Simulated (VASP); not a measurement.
Cu, 2 atoms in the cell. Symmetry: I4_1/amd, No. 141, tetragonal system. The conventional cell has a = 4.566 Å, b = 4.566 Å, c = 2.386 Å, α = 90.00°, β = 90.00°, γ = 90.00°. Within 3.1 Å of Cu (site symmetry -4m2) lie 10 Cu at 2.36 to 2.90 Å. 

```yaml
Program: VASP 6.6.1
Task: single point
Functional: PBEsol
Potentials_or_basis: VASP PAW PBE potentials, release 64 (Cu)
Cutoff: 520 eV
k_mesh: 8 × 8 × 8
Occupations: gaussian, width 0.1 eV
Spin: no spin polarisation
Dipole_correction: no
Further_INCAR_settings: ALGO = Fast; EDIFF = 1e-06; NBANDS = 18
```

Potentials or basis: VASP PAW PBE potentials, release 64 (Cu).

Run with:

```bash
$ cat potpaw_PBE.64/Cu/POTCAR > POTCAR
$ mpirun -np 1 vasp_std > vasp.out
```

Hardware: 1 thread of Intel(R) Xeon(R) 6975P-C (Granite Rapids), on a shared host.

Q: Estimate the wall time of this run.

A: Wall time 18 s on 1 thread of Intel(R) Xeon(R) 6975P-C (Granite Rapids), with other jobs on the host, peak memory 0.16 GiB. Counts: scf iterations 14, k points 59.
